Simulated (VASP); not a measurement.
Runs of VASP 6.6.1 on RhCl2. The structure is that of space group P4_2/mnm (No. 136), or close to it. The cells are those of the table. 

```csv
cell,gap on the mesh (eV),pressure (GPa),largest force (eV/Å)
"a = 5.652, b = 5.652, c = 3.703 Å, 6 atoms",none,0.9,0.06
"a = 5.765, b = 5.765, c = 3.777 Å, 6 atoms",none,-3.5,(a)
"a = 5.594, b = 5.594, c = 3.665 Å, 6 atoms",none,3.8,-
"a = 5.709, b = 5.709, c = 3.741 Å, 6 atoms",none,(b),0.11
"a = 5.820, b = 5.820, c = 3.813 Å, 6 atoms",none,-5.2,0.19
```

Alike in all rows: task single point; level PBE; potentials or basis VASP PAW PBE potentials, release 64 (Rh_pv, Cl); no spin polarisation; k mesh 4 × 4 × 6; cutoff (eV) 520; smearing methfessel-paxton 0.15 eV.

Fill in the values left out.

(a) 0.15; (b) -1.5.

A k mesh can miss the band edges, and the runs leave out spin-orbit coupling on Rh.

A gap of «none» marks levels without a gap at the run's occupations.
